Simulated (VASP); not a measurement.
Mg:

```xyz
2
Lattice="3.2093 0.0000 0.0000 -1.6046 2.7793 0.0000 0.0000 0.0000 5.3145" Properties=species:S:1:pos:R:3 pbc="T T T"
Mg    1.6047    0.9264    3.9859
Mg    0.0000    1.8529    1.3286
```

Base run:

```yaml
Program: VASP 6.6.1
Functional: PBEsol
Potentials_or_basis: VASP PAW PBE potentials, release 64 (Mg)
Cutoff: 520 eV
k_mesh: 8 × 8 × 4
Occupations: fermi-dirac, width 0.05 eV
Spin: no spin polarisation
```

Its results: band gap on the k mesh zero (band 2 reaches 3.47 eV, above the bottom of band 3 at 1.01 eV); pressure -1.8 GPa.

Problem. The run is repeated on the same cell with these changes: functional from PBEsol to PBE; further incar settings from ALGO = Fast; EDIFF = 1e-06; NBANDS = 9 to ALGO = Normal; EDIFF = 1e-06; NBANDS = 9. What comes out?

Solution. Band gap on the k mesh zero (band 2 reaches 3.50 eV, above the bottom of band 3 at 1.05 eV); pressure -1.3 GPa.

Caveats: the PAW data sets were made with another functional, which shifts forces and pressure a little (some runs).
